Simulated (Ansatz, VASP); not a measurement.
Two plane-wave programs on KF

```
K F
1.0
     0.14922    2.82981    2.82981
     2.82981    0.14922    2.82981
     2.82981    2.82981    0.14922
K F
1 1
Direct
  0.00000 0.00000 0.00000
  0.50000 0.50000 0.50000
```

Alike in both runs: task single point; functional PBE; k mesh 8 × 8 × 8; occupations gaussian, width 0.05 eV; no spin polarisation.

```csv
,VASP,Ansatz
version,VASP 6.6.1,Ansatz 0.2.0
potentials or method,"VASP PAW PBE potentials, release 64 (K_sv, F), cutoff 520 eV","scalar-relativistic, plane waves, PAW"
valence electrons in the cell,16,16
```

```csv
,VASP,Ansatz,Ansatz less VASP
gap on the k mesh at the Fermi level (eV),5.65,5.67,+0.014
least direct gap on the mesh (eV),5.65,5.67,+0.014
pressure (GPa),-1.3,-1.3,+0.02
"traceless stress, the component that is largest in VASP (GPa)",-0.85,-0.86,-0.006
```

The functional is the same, so the differences come from potentials, cutoffs and numerics.
